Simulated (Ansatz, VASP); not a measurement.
## One calculation of Si2Ni, two programs

File INCAR:

```
PREC = Accurate
ENCUT = 520
EDIFF = 1E-7
ISMEAR = -1
SIGMA = 0.05
LREAL = F
LASPH = T
NELM = 150
ALGO = Normal
ISIF = 2
LWAVE = F
LCHARG = F
ISPIN = 2
MAGMOM = 1 0 0
LORBIT = 11
LMAXMIX = 4
LDAU = T
LDAUTYPE = 2
LDAUL = 2 -1
LDAUU = 5 0
LDAUJ = 0 0
LDAUPRINT = 1
GGA = PS
NBANDS = 20
```

Contents of KPOINTS:

```
regular mesh
0
Gamma
  9 9 9
```

POSCAR

```
Si2Ni
1.0
    0.0000000000      2.7030000000      2.7030000000
    2.7030000000      0.0000000000      2.7030000000
    2.7030000000      2.7030000000      0.0000000000
Ni Si
1 2
Direct
    0.0000000000      0.0000000000      0.0000000000
    0.7500000000      0.7500000000      0.7500000000
    0.2500000000      0.2500000000      0.2500000000
```

The input input.yaml:

```yaml
crystal:
  lattice:
    - [0.0, 2.703, 2.703]
    - [2.703, 0.0, 2.703]
    - [2.703, 2.703, 0.0]
  atoms:
    - { symbol: Ni, position: [0.0, 0.0, 0.0], spin: 1.0 }
    - { symbol: Si, position: [0.75, 0.75, 0.75] }
    - { symbol: Si, position: [0.25, 0.25, 0.25] }
hamiltonian:
  xc: pbesol
  pseudopotentials: { kind: paw }
  hubbard: { sites: [{ species: Ni, l: d, u_eff: 5.0 }] }
magnetization:
  spin_polarized: true
kpoints:
  mp_grid: { grid: [9, 9, 9] }
scf:
  occupations: { method: fermi_dirac, width: 0.05 }
  n_extra_bands: 7
output:
  forces: true
  stress: true
  eigenvalues: true
  dos: { projected: true, de: 0.05, nscf_kmesh: { grid: [14, 14, 14] } }
```

Alike in both runs: functional PBEsol; k mesh 9 × 9 × 9; occupations fermi-dirac, width 0.05 eV; collinear spin; Hubbard terms Ni d U = 5.0 eV.

```csv
,VASP,Ansatz
version,VASP 6.6.1,Ansatz 0.2.0
potentials or method,"VASP PAW PBE potentials, release 64 (Ni, Si)",Ansatz PAW
plane-wave cutoff (eV),520,420
valence electrons in the cell,18,26
task,single point,projected density of states
```

```csv
,VASP,Ansatz,Ansatz less VASP
gap on the k mesh at the Fermi level (eV),none,none,-
pressure (GPa),-5.7,-1.2,+4.53
net moment per atom (μB),0.00,0.00,0.000
```

VASP's potentials were made for PBE, not for PBEsol. The programs project onto different local orbitals, so the same U acts differently, and such runs can settle in different states. A gap of «none» marks a metal or a gap that the smearing closes. VASP's potentials hold 18 valence electrons a cell and Ansatz's 26, so a difference there can come from the potentials and not from the codes.

Noted on Ansatz's run: the magnetic or orbital state may not be the lowest.
